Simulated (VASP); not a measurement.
# BF (Cc) in VASP: single point with PBE

Aim: the single point of BF with PBE.

Program: VASP 6.6.1. These are calculated values, not measurements. Logs are shortened: lines on timing, memory, paths and dates and some standing lists are left out, and cuts for length are marked.

## (1) The cell of the first run

Symmetry: Cc, No. 9, monoclinic system. Conventional cell: a = 4.500 Å, b = 3.289 Å, c = 4.925 Å, α = 90.00°, β = 99.65°, γ = 90.00°. B (site symmetry 1) has 4 F at 1.83 to 1.94 Å within 2.4 Å. Within 2.4 Å of F (site symmetry 1) lie 4 B at 1.83 to 1.94 Å.

## (2) Single point, PBE

INCAR reads:

```
SYSTEM = BF
  PREC = Accurate
  ENCUT = 520
  EDIFF = 1E-7
  ISMEAR = 0
  SIGMA = 0.1
  LREAL = .FALSE.
  LASPH = .TRUE.
  NELM = 100
  ALGO = Normal
  ISIF = 2
  LWAVE = .FALSE.
  LCHARG = .FALSE.
  GGA = PE
  NBANDS = 18
```

KPOINTS reads:

```
Automatic mesh
0
G
  6 6 4
  0 0 0
```

POSCAR reads:

```
BF
1.0
    2.2500886300     -1.6442973700      0.0000000000
    2.2500886300      1.6442973700      0.0000000000
   -0.8258475700      0.0000000000      4.8553856600
B F
2 2
Direct
    0.0032000000      0.4968000100      0.0000000000
    0.4968000100      0.0032000000      0.5000000000
    0.5713999900      0.4056000100      0.2536999900
    0.4056000100      0.5713999900      0.7536999900
```

Potentials or basis: VASP PAW PBE potentials, release 64 (B, F).

Run with:

```bash
$ cat potpaw_PBE.64/B/POTCAR potpaw_PBE.64/F/POTCAR > POTCAR
$ mpirun -np 1 vasp_std > vasp.out
```

OUTCAR:

```text
SYSTEM = BF
   PREC = Accurate
   ENCUT = 520
   EDIFF = 1E-7
   ISMEAR = 0
   LREAL = .FALSE.
   LASPH = .TRUE.
   NELM = 100
   ISIF = 2
   GGA = PE

 ion  position               nearest neighbor table
   1  0.003  0.497  0.000-   4 1.83   3 1.85   4 1.90   3 1.94
   2  0.497  0.003  0.500-   3 1.83   4 1.85   3 1.90   4 1.94
   3  0.571  0.406  0.254-   2 1.83   1 1.85   2 1.90   1 1.94
   4  0.406  0.571  0.754-   1 1.83   2 1.85   1 1.90   2 1.94

  LATTYP: Found a base centered monoclinic cell.
 ALAT       =     4.5001772600
 B/A-ratio  =     0.7307700453
 C/A-ratio  =     1.0944277094
 COS(beta)  =    -0.1676807447

  Lattice vectors:

 A1 = (   2.2500886300,  -1.6442973700,   0.0000000000)
 A2 = (   2.2500886300,   1.6442973700,   0.0000000000)
 A3 = (  -0.8258475700,   0.0000000000,   4.8553856600)

Analysis of symmetry for initial positions (statically):
=====================================================================
 Subroutine PRICEL returns:
 Original cell was already a primitive cell.

 Routine SETGRP: Setting up the symmetry group for a
 base centered monoclinic supercell.

 Subroutine GETGRP returns: Found  2 space group operations
 (whereof  1 operations were pure point group operations)
 out of a pool of  4 trial point group operations.

The static configuration has the point symmetry C_1 .
 The point group associated with its full space group is C_1h.

Analysis of symmetry for dynamics (positions and initial velocities):
=====================================================================
 Subroutine PRICEL returns:
 Original cell was already a primitive cell.

 Routine SETGRP: Setting up the symmetry group for a
 base centered monoclinic supercell.

 Subroutine GETGRP returns: Found  2 space group operations
 (whereof  1 operations were pure point group operations)
 out of a pool of  4 trial point group operations.

The dynamic configuration has the point symmetry C_1 .
 The point group associated with its full space group is C_1h.

 Subroutine INISYM returns: Found  2 space group operations
 (whereof  1 operations are pure point group operations),
 and found     1 'primitive' translations

----------------------------------------------------------------------------------------

                                     Primitive cell

  volume of cell :      35.9281

  direct lattice vectors                    reciprocal lattice vectors
     2.250088630 -1.644297370  0.000000000     0.222213469 -0.304081250  0.037796061
     2.250088630  1.644297370  0.000000000     0.222213469  0.304081250  0.037796061
[... 94 lines left out ...]
   NFREE  =      0    steps in history (QN), initial steepest desc. (CG)
   ISIF   =      2    stress and relaxation
   ISYM   =      2    0-nonsym 1-usesym 2-fastsym
   POTIM  = 0.5000    time-step for ionic-motion
   TEBEG  =    0.0;   TEEND  =   0.0 temperature during run
   PSTRESS=    0.0 pullay stress
   NELECT =      20.0000    total number of electrons
   NUPDOWN=      -1.0000    fix difference up-down
   EMIN   =  10.00;   EMAX   =-10.00  energy-range for DOS
   EFERMI =   0.00;   METHOD = LEGACY
   ISMEAR =     0;   SIGMA  =   0.10  broadening in eV -4-tet -1-fermi 0-gaus
   EFERMI_NEDOS =   21; number of points for ismear=-14 and -15
   IALGO  =     38    algorithm
   IMIX   =      4    mixing-type and parameters
     AMIX     =   0.40;   BMIX     =  1.00
     AMIX_MAG =   1.60;   BMIX_MAG =  1.00
  volume/ion in A,a.u.               =       8.98        60.61
  Fermi-wavevector in a.u.,A,eV,Ry     =   1.346708  2.544910 24.675849  1.813624
  Thomas-Fermi vector in A             =   2.474518
   LORBIT       =      0    0 simple, 1 ext, 2 COOP (PROOUT), +10 PAW based schemes
   GGA     = PE    functional components
   LHFCALC =     F    Hartree Fock is set to
   AEXX    =    0.0000 exact exchange contribution
   IVDW    =     0    specifies the selected vdW correction
   LEPSILON=     F    determine dielectric tensor
   LRPA    =     F    only Hartree local field effects (RPA)
 non-spin polarized calculation
 Gauss-broadening in eV      SIGMA  =   0.10
  energy-cutoff  :      520.00
  volume of cell :       35.93
 maximum number of plane-waves:       984
 NGX is ok and might be reduce to    24
   NGX = 11   NGY = 11   NGZ = 19

 number of electron      20.0000001 magnetization

 Free energy of the ion-electron system (eV)
  ---------------------------------------------------
  ext. energy  EPLUGINS =         0.00000000
  ---------------------------------------------------
  free energy    TOTEN  =       -12.27085212 eV

  energy without entropy =      -12.26566979  energy(sigma->0) =      -12.26826096

 E-fermi :   4.9267     XC(G=0): -11.0019

 val. band max:        4.8399708710   @ k =  -0.3333   0.3333   0.0000
 cond. band min:       4.9537973876   @ k =   0.5000  -0.0000   0.2500
 fundamental gap:      0.1138265166
 Fermi energy:         4.9267373367

 k-point     1 :       0.0000    0.0000    0.0000
  band No.  band energies     occupation
      1     -22.3903      2.00000
      2     -21.5856      2.00000
      3      -7.0193      2.00000
      4      -2.9332      2.00000
      5      -2.6044      2.00000
      6      -2.4572      2.00000
[... 481 lines left out ...]
      5      -3.7521      2.00000
      6      -3.4181      2.00000
[... 10 lines left out ...]
     17      18.8195      0.00000
     18      19.6669      0.00000

 [... further k-points ...]

------------------------ aborting loop because EDIFF is reached ----------------------------------------

  FORCE on cell =-STRESS in cart. coord.  units (eV):
  Direction    XX          YY          ZZ          XY          YZ          ZX
  --------------------------------------------------------------------------------------
  -------------------------------------------------------------------------------------
  Total       -0.6687205      5.6441468      9.7638724      0.0000000      0.0000000     -0.1922166
  in kB      -29.8209510    251.6953355    435.4105661      0.0000000      0.0000000     -8.5717152
  external PRESSURE =     219.0949835 kB  Pullay stress =       0.0000000 kB

 VOLUME and BASIS-vectors are now :
 -----------------------------------------------------------------------------
  energy-cutoff  :      520.00
  volume of cell :       35.93
      direct lattice vectors                 reciprocal lattice vectors
     2.250088630 -1.644297370  0.000000000     0.222213469 -0.304081250  0.037796061
     2.250088630  1.644297370  0.000000000     0.222213469  0.304081250  0.037796061
    -0.825847570  0.000000000  4.855385660     0.000000000  0.000000000  0.205956863

 POSITION                                       TOTAL-FORCE (eV/Angst)
 -----------------------------------------------------------------------------------
      1.12504      0.81163      0.00000         0.550229     -0.240656     -0.142955
      0.71212     -0.81163      2.42769         0.550229      0.240656     -0.142955
      1.98882     -0.27262      1.23181        -0.550229      0.709832      0.142955
      1.57590      0.27262      3.65950        -0.550229     -0.709832      0.142955
 -----------------------------------------------------------------------------------
    total drift:                                0.000216     -0.000000      0.001152

  FREE ENERGIE OF THE ION-ELECTRON SYSTEM (eV)
  ---------------------------------------------------
  free  energy   TOTEN  =       -12.2708521203 eV

  energy  without entropy=      -12.2656697930  energy(sigma->0) =      -12.26826096
```

It took 10 s on 1 thread of Intel Xeon 6975P-C (Granite Rapids), shared host; peak memory 0.16 GiB.

Results:

```
Free energy            : -12.2709 eV
Pressure               : 21.9 GPa
Largest force          : 0.909 eV/Å
Band gap on the k mesh : zero (band 10 reaches 5.17 eV, above the bottom of band 11 at 4.84 eV)
```

Forces on the atoms (eV/Å):
```
B    0.550 -0.241 -0.143
B    0.550  0.241 -0.143
F   -0.550  0.710  0.143
F   -0.550 -0.710  0.143
```

Stress tensor (GPa, compression positive):
```
-2.98  0.00 -0.86
 0.00 25.17  0.00
-0.86  0.00 43.54
```

Caveat: the k points lie up to 0.40 Å⁻¹ apart.
